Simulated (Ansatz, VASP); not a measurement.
One calculation of LiF, two programs

```
Li F
1.0
     0.00000    2.01400    1.85288
     2.01400    0.00000    1.85288
     2.01400    2.01400    0.00000
Li F
1 1
Direct
  0.00000 0.00000 0.00000
  0.50000 0.50000 0.50000
```

Change from the starting cell: strain +0.000 along x and y, -0.080 along z, atoms carried along.

Alike in both runs: task single point; functional r2SCAN; k mesh 10 × 10 × 10; occupations gaussian, width 0.05 eV; no spin polarisation.

|  | VASP | Ansatz |
| --- | --- | --- |
| version | VASP 6.6.1 | Ansatz 0.2.0 |
| potentials or method | VASP PAW PBE potentials, release 64 (Li_sv, F), cutoff 520 eV | scalar-relativistic, plane waves, PAW |
| valence electrons in the cell | 10 | 10 |

Ansatz gave:

- gap on the k mesh at the Fermi level (eV): 10.76
- least direct gap on the mesh (eV): 10.76

What did VASP give for the same quantities?

gap on the k mesh at the Fermi level (eV): 10.98; least direct gap on the mesh (eV): 10.98.

VASP's potentials were made for PBE, not for r2SCAN. The functional is the same, so the differences come from potentials, cutoffs and numerics.

Noted on VASP's run: the cutoff is short for stress, so the pressure is rough.
